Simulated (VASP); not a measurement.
Runs of VASP 6.6.1 on HfN. The structure is that of space group I4/mmm (No. 139), or close to it. The cells are those of the table. 

| cell | gap on the mesh (eV) | pressure (GPa) |
| --- | --- | --- |
| a = 3.264, b = 3.264, c = 3.067 Å, angles 62.0, 62.0, 56.0°, 2 atoms | none | (b) |
| a = 3.205, b = 3.205, c = 2.939 Å, angles 62.7, 62.7, 54.6°, 2 atoms | none | (a) |
| a = 3.070, b = 3.070, c = 3.195 Å, angles 58.6, 58.6, 62.7°, 2 atoms | none | 27.7 |
| a = 3.131, b = 3.131, c = 3.195 Å, angles 59.3, 59.3, 61.3°, 2 atoms | none | 8.1 |
| a = 3.197, b = 3.197, c = 3.067 Å, angles 61.3, 61.3, 57.3°, 2 atoms | none | 11.8 |

Alike in all rows: task single point; level PBEsol; potentials or basis VASP PAW PBE potentials, release 64 (Hf_pv, N); no spin polarisation; k mesh 18 × 18 × 18; cutoff (eV) 520; smearing gaussian 0.15 eV.

Question: Estimate the missing entries.

Answer: (a) 44.7; (b) 5.0.

Caveats: the cell stands under pressure; the PAW data sets were made with another functional, which shifts forces and pressure a little; spin-orbit coupling is left out, which moves the levels of the heavy elements.

A k mesh can miss the band edges, and the runs leave out spin-orbit coupling on Hf.

A gap of «none» marks levels without a gap at the run's occupations.
